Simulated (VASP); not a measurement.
# Mo (Im-3m) in VASP: further runs, part 2 of 2

VASP 6.6.1. Earlier steps stand in the parts before.

## (4) Relaxation of cell and atoms, PBE+D3(BJ)

This run uses another cell than the first one, of 15.51 Å³/atom, 1.011 times its volume.

INCAR

```
ALGO = Fast
EDIFF = 1E-7
EDIFFG = -0.005
ENCUT = 600
GGA = PE
IBRION = 2
ISIF = 3
ISMEAR = 0
IVDW = 12
LASPH = T
LCHARG = F
LREAL = F
LWAVE = F
NELM = 80
NSW = 100
PREC = Accurate
SIGMA = 0.1
```

KPOINTS

```
k-points
0
Gamma
  18 18 18
```

POSCAR

```
Mo
1.0
   -1.5710000000      1.5710000000      1.5710000000
    1.5710000000     -1.5710000000      1.5710000000
    1.5710000000      1.5710000000     -1.5710000000
Mo
1
Direct
    0.0000000000      0.0000000000      0.0000000000
```

Potentials or basis: VASP PAW PBE potentials, release 64 (Mo_sv).

Run with:

```sh
$ cat potpaw_PBE.64/Mo_sv/POTCAR > POTCAR
$ mpirun -np 1 vasp_std > vasp.out
```

OUTCAR:

```text
EDIFF = 1E-7
   EDIFFG = -0.005
   ENCUT = 600
   GGA = PE
   IBRION = 2
   ISIF = 3
   ISMEAR = 0
   IVDW = 12
   LASPH = T
   LREAL = F
   NELM = 80
   NSW = 100
   PREC = Accurate
 IVDW          = 12

 ion  position               nearest neighbor table
   1  0.000  0.000  0.000-

  LATTYP: Found a body centered cubic cell.
 ALAT       =     3.1420000000

  Lattice vectors:

 A1 = (  -1.5710000000,   1.5710000000,   1.5710000000)
 A2 = (   1.5710000000,  -1.5710000000,   1.5710000000)
 A3 = (   1.5710000000,   1.5710000000,  -1.5710000000)

Analysis of symmetry for initial positions (statically):
=====================================================================
 Subroutine PRICEL returns:
 Original cell was already a primitive cell.

 Routine SETGRP: Setting up the symmetry group for a
 body centered cubic supercell.

 Subroutine GETGRP returns: Found 48 space group operations
 (whereof 48 operations were pure point group operations)
 out of a pool of 48 trial point group operations.

The static configuration has the point symmetry O_h .

Analysis of symmetry for dynamics (positions and initial velocities):
=====================================================================
 Subroutine PRICEL returns:
 Original cell was already a primitive cell.

 Routine SETGRP: Setting up the symmetry group for a
 body centered cubic supercell.

 Subroutine GETGRP returns: Found 48 space group operations
 (whereof 48 operations were pure point group operations)
 out of a pool of 48 trial point group operations.

The dynamic configuration has the point symmetry O_h .

 Subroutine INISYM returns: Found 48 space group operations
 (whereof 48 operations are pure point group operations),
 and found     1 'primitive' translations

----------------------------------------------------------------------------------------

                                     Primitive cell

  volume of cell :      15.5092

  direct lattice vectors                    reciprocal lattice vectors
    -1.571000000  1.571000000  1.571000000     0.000000000  0.318268619  0.318268619
     1.571000000 -1.571000000  1.571000000     0.318268619  0.000000000  0.318268619
     1.571000000  1.571000000 -1.571000000     0.318268619  0.318268619  0.000000000

  length of vectors
     2.721051819  2.721051819  2.721051819     0.450099797  0.450099797  0.450099797

  position of ions in fractional coordinates (direct lattice)
     0.000000000  0.000000000  0.000000000

  ion indices of the primitive-cell ions
   primitive index   ion index
                 1           1

----------------------------------------------------------------------------------------

 KPOINTS: k-points

Automatic generation of k-mesh.
 Grid dimensions read from file:
 generate k-points for:   18   18   18

 Generating k-lattice:

  Cartesian coordinates                     Fractional coordinates (reciprocal lattice)
     0.000000000  0.017681590  0.017681590     0.055555556  0.000000000  0.000000000
     0.017681590  0.000000000  0.017681590     0.000000000  0.055555556  0.000000000
     0.017681590  0.017681590  0.000000000     0.000000000  0.000000000  0.055555556

  Length of vectors
     0.025005544  0.025005544  0.025005544

  Shift w.r.t. Gamma in fractional coordinates (k-lattice)
     0.000000000  0.000000000  0.000000000

 Subroutine IBZKPT returns following result:
 ===========================================

 Found    195 irreducible k-points:

 Following reciprocal coordinates:
            Coordinates               Weight
  0.000000  0.000000  0.000000      1.000000
  0.055556  0.000000  0.000000     12.000000
  0.111111  0.000000  0.000000     12.000000
  0.166667  0.000000  0.000000     12.000000
  0.222222  0.000000  0.000000     12.000000
  0.277778  0.000000  0.000000     12.000000
[... 16 lines left out ...]
  0.333333  0.111111  0.000000     48.000000
  0.388889  0.111111  0.000000     48.000000
 [... further k-points ...]
   k-points           NKPTS =    195   k-points in BZ     NKDIM =    195   number of bands    NBANDS=     11
   number of dos      NEDOS =    301   number of ions     NIONS =      1
   total plane-waves  NPLWV =  13824
   dimension x,y,z NGX =    24 NGY =   24 NGZ =   24
   dimension x,y,z NGXF=    48 NGYF=   48 NGZF=   48
   ions per type =               1
   NGX,Y,Z   is equivalent  to a cutoff of  14.66, 14.66, 14.66 a.u.
   NGXF,Y,Z  is equivalent  to a cutoff of  29.33, 29.33, 29.33 a.u.
 SYSTEM =  unknown system
   PREC   = accura    normal or accurate (medium, high low for compatibility)
   ISTART =      0    job   : 0-new  1-cont  2-samecut
   ICHARG =      2    charge: 1-file 2-atom 10-const
   ISPIN  =      1    spin polarized calculation?
   LNONCOLLINEAR =      F non collinear calculations
   LSORBIT =      F    spin-orbit coupling
   LASPH  =      T    aspherical Exc in radial PAW
   ENCUT  =  600.0 eV  44.10 Ry    6.64 a.u.   5.43  5.43  5.43*2*pi/ulx,y,z
   NELM   =     80;   NELMIN=  2; NELMDL= -5     # of ELM steps
   EDIFF  = 0.1E-06   stopping-criterion for ELM
   LREAL  =      F    real-space projection
   EDIFFG = -.5E-02   stopping-criterion for IOM
   NSW    =    100    number of steps for IOM
   IBRION =      2    ionic relax: 0-MD 1-quasi-New 2-CG
   NFREE  =      1    steps in history (QN), initial steepest desc. (CG)
   ISIF   =      3    stress and relaxation
   ISYM   =      2    0-nonsym 1-usesym 2-fastsym
   POTIM  = 0.5000    time-step for ionic-motion
   TEBEG  =    0.0;   TEEND  =   0.0 temperature during run
   PSTRESS=    0.0 pullay stress
   NELECT =      14.0000    total number of electrons
   NUPDOWN=      -1.0000    fix difference up-down
   EMIN   =  10.00;   EMAX   =-10.00  energy-range for DOS
   EFERMI =   0.00;   METHOD = LEGACY
   ISMEAR =     0;   SIGMA  =   0.10  broadening in eV -4-tet -1-fermi 0-gaus
   EFERMI_NEDOS =   21; number of points for ismear=-14 and -15
   IALGO  =     68    algorithm
   IMIX   =      4    mixing-type and parameters
     AMIX     =   0.40;   BMIX     =  1.00
     AMIX_MAG =   1.60;   BMIX_MAG =  1.00
  volume/ion in A,a.u.               =      15.51       104.66
  Fermi-wavevector in a.u.,A,eV,Ry     =   1.582176  2.989878 34.059184  2.503279
  Thomas-Fermi vector in A             =   2.682139
   LORBIT       =      0    0 simple, 1 ext, 2 COOP (PROOUT), +10 PAW based schemes
   GGA     = PE    functional components
   LHFCALC =     F    Hartree Fock is set to
   AEXX    =    0.0000 exact exchange contribution
   IVDW    =    12    specifies the selected vdW correction
   LEPSILON=     F    determine dielectric tensor
   LRPA    =     F    only Hartree local field effects (RPA)
 conjugate gradient relaxation of ions
 non-spin polarized calculation
 RMM-DIIS sequential band-by-band and
 Gauss-broadening in eV      SIGMA  =   0.10
  energy-cutoff  :      600.00
  volume of cell :       15.51
 maximum number of plane-waves:       537
 NGX is ok and might be reduce to    24
   NGX = 11   NGY = 11   NGZ = 11

--------------------------------------- Ionic step        1  -------------------------------------------

 number of electron      14.0000001 magnetization

 Free energy of the ion-electron system (eV)
  ---------------------------------------------------
  ext. energy  EPLUGINS =         0.00000000
  ---------------------------------------------------
  free energy    TOTEN  =       -10.93004459 eV

  energy without entropy =      -10.92760759  energy(sigma->0) =      -10.92882609

------------------------ aborting loop because EDIFF is reached ----------------------------------------

 Edisp (eV)   -0.71973

 E8    (eV) :    -0.3392
[... 69 lines left out ...]
--------------------------------------- Ionic step        3  -------------------------------------------

 number of electron      14.0000001 magnetization

 Free energy of the ion-electron system (eV)
  ---------------------------------------------------
  ext. energy  EPLUGINS =         0.00000000
  ---------------------------------------------------
  free energy    TOTEN  =       -10.92410576 eV

  energy without entropy =      -10.92177741  energy(sigma->0) =      -10.92294158

 E-fermi :  12.8987     XC(G=0): -13.4884

 val. band max:       12.8936562962   @ k =  -0.3889   0.4444   0.2778
 cond. band min:      12.9112124846   @ k =   0.3889   0.1111   0.0000
 fundamental gap:      0.0175561883
 Fermi energy:        12.8987417737

 k-point     1 :       0.0000    0.0000    0.0000
  band No.  band energies     occupation
      1     -48.4096      2.00000
      2     -21.6355      2.00000
      3     -21.6355      2.00000
      4     -21.6355      2.00000
      5       5.5827      2.00000
      6      11.4762      2.00000
      7      11.4762      2.00000
      8      11.4762      2.00000
      9      14.5670      0.00000
     10      14.5670      0.00000
     11      27.7324      0.00000
[... 309 lines left out ...]
 k-point    24 :       0.3889    0.1111    0.0000
  band No.  band energies     occupation
      1     -48.1257      2.00000
      2     -23.0220      2.00000
      3     -22.1469      2.00000
      4     -21.7125      2.00000
      5       7.8691      2.00000
      6       9.5524      2.00000
      7      12.9112      0.86001
      8      14.4747      0.00000
      9      15.6463      0.00000
     10      18.3966      0.00000
     11      24.8269      0.00000

 [... further k-points ...]

------------------------ aborting loop because EDIFF is reached ----------------------------------------

 Edisp (eV)   -0.72689

 E8    (eV) :    -0.3426
[... 24 lines left out ...]
  FREE ENERGIE OF THE ION-ELECTRON SYSTEM (eV)
  ---------------------------------------------------
  free  energy   TOTEN  =       -11.6509914122 eV

  energy  without entropy=      -11.6486630646  energy(sigma->0) =      -11.64982724

 reached required accuracy - stopping structural energy minimisation
```

CONTCAR:

```text
Mo
   1.00000000000000
    -1.5660566542250962    1.5660566542250962    1.5660566542250962
     1.5660566542250962   -1.5660566542250962    1.5660566542250962
     1.5660566542250962    1.5660566542250962   -1.5660566542250962
  Mo
     1
Direct
     0.0000000000000000    0.0000000000000000    0.0000000000000000

  0.00000000E+00  0.00000000E+00  0.00000000E+00
```

Run time: 33 s. Hardware: 1 thread of Intel Xeon 6975P-C (Granite Rapids), shared host; peak memory 0.18 GiB.

Results:

- Free energy: -11.6510 eV
- Relaxed volume: 15.36 Å³/atom
- Relaxed cell: a = 2.712 Å, b = 2.712 Å, c = 2.712 Å, α = 109.47°, β = 109.47°, γ = 109.47°
- Space group after relaxing (to 0.05 Å): Im-3m (No. 229)
- Energy gained by relaxing: 1.2 meV/atom
- Ionic steps: 3
- Pressure after relaxing: 0.0 GPa
- Band gap on the k mesh: zero (band 7 reaches 16.95 eV, above the bottom of band 8 at 11.48 eV)
- Dispersion energy per atom: -0.727 eV

Step by step:
```tsv
step	energy change (eV)	largest force (eV/Å)	pressure (GPa)	volume (Å³)
1	0.0000	0.0000	-2.60	15.51
2	0.0088	0.0000	7.98	14.95
3	-0.0012	0.0000	-0.03	15.36
```

Final structure:
```
CELL_PARAMETERS angstrom
-1.56606 1.56606 1.56606
1.56606 -1.56606 1.56606
1.56606 1.56606 -1.56606
ATOMIC_POSITIONS crystal
Mo 0.00000 0.00000 0.00000
```

Caveat: pairwise dispersion overbinds metals, which lowers pressure and volume.

## (5) Single point, PBE+D3(BJ)

This run uses another cell than the first one, of 15.51 Å³/atom, 1.011 times its volume.

INCAR

```
PREC = Accurate
ENCUT = 500
EDIFF = 1E-6
ISMEAR = 0
SIGMA = 0.1
LREAL = F
LASPH = T
NELM = 120
ALGO = Normal
ISIF = 2
LWAVE = F
LCHARG = F
GGA = PE
IVDW = 12
NBANDS = 13
GGA_COMPAT = F
```

KPOINTS

```
regular mesh
0
Gamma
  8 8 8
```

POSCAR is that of step 4.

Run with:

```sh
$ cat potpaw_PBE.64/Mo_sv/POTCAR > POTCAR
$ mpirun -np 1 vasp_std > vasp.out
```

Run time: 6 s. Hardware: 1 thread of AMD EPYC 7R13 (Zen 3), shared host; peak memory 0.1 GiB.

Results (log left out):

* Free energy: -11.6286 eV
* Pressure: -1.8 GPa
* Band gap on the k mesh: zero (band 7 reaches 16.74 eV, above the bottom of band 8 at 11.34 eV)
* Dispersion energy per atom: -0.720 eV

Levels at points of the mesh, in eV from the Fermi level:
```
           k point  band 3  band 4  band 5  band 6  band 7  band 8  band 9  band 10  band 11  band 12
(0.00, 0.00, 0.00)  -34.41  -34.41   -7.14   -1.26   -1.26   -1.26    1.79     1.79    14.96    14.96
(0.50, 0.00, 0.00)  -34.87  -34.43   -5.25   -3.32    1.78    1.83    2.46     4.91    11.89    12.10
(0.50, 0.50, 0.50)  -35.40  -35.40   -5.38   -5.38    4.14    4.14    4.14     9.25     9.25     9.25
```

Caveat: pairwise dispersion overbinds metals, which lowers pressure and volume.

## (6) Summary

| task | cell | k mesh | cutoff (eV) | gap on the mesh (eV) | pressure (GPa) |
| --- | --- | --- | --- | --- | --- |
| single point | a = 2.711 Å, angles 109.5°, 1 atom | 18 × 18 × 18 | 520 | none | 0.6 |
| relaxation of cell and atoms | relaxed from a = 2.721 Å, angles 109.5°, 1 atom | 18 × 18 × 18 | 600 | none | 0.0 |
| single point | a = 2.721 Å, angles 109.5°, 1 atom | 8 × 8 × 8 | 500 | none | -1.8 |

Alike in all rows: level PBE+D3(BJ); potentials or basis VASP PAW PBE potentials, release 64 (Mo_sv); no spin polarisation; smearing gaussian 0.1 eV.

Caveats: pairwise dispersion overbinds metals, which lowers pressure and volume.

Total energies depend on the potentials used, so only differences within one code and one set of settings carry meaning.
